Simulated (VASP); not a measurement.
A run of VASP 6.6.1 is set up as follows.

INCAR

```
SYSTEM = W
  PREC = Accurate
  ENCUT = 520
  EDIFF = 1E-7
  ISMEAR = -1
  SIGMA = 0.1
  LREAL = .False.
  LASPH = .True.
  NELM = 100
  ALGO = Normal
  ISIF = 2
  LWAVE = .False.
  LCHARG = .False.
  GGA = PS
  NBANDS = 36
```

File KPOINTS:

```
Automatic mesh
0
Gamma
  8 5 5
  0 0 0
```

Contents of POSCAR:

```
W
1.0
    2.7326439215      0.0000000000      0.0000000000
    0.0000000000      4.7305456142      0.0000000000
    0.0000000000      0.0000000000      4.7887356037
W
4
Direct
    0.7931700000      0.5631600000      0.2500000000
    0.2068300000      0.0631600000      0.2500000000
    0.2068300000      0.4368400000      0.7500000000
    0.7931700000      0.9368400000      0.7500000000
```

Potentials or basis: VASP PAW PBE potentials, release 64 (W_sv).

The run is started by

```sh
$ cat potpaw_PBE.64/W_sv/POTCAR > POTCAR
$ mpirun -np 1 vasp_std > vasp.out
```

**Question.** Predict the pressure.

**Answer.** 15.1 GPa.

**Question.** Estimate the band gap on the k mesh.

**Answer.** Zero (band 28 reaches 12.44 eV, above the bottom of band 29 at 10.89 eV).

**Question.** Predict the largest force.

**Answer.** 0.412 eV/Å.

Forces on the atoms (eV/Å):
```
W   -0.412 -0.005  0.000
W    0.412 -0.005  0.000
W    0.412  0.005  0.000
W   -0.412  0.005  0.000
```

Caveat: the PAW data sets were made with another functional, which shifts forces and pressure a little; spin-orbit coupling is left out, which moves the levels of the heavy elements.
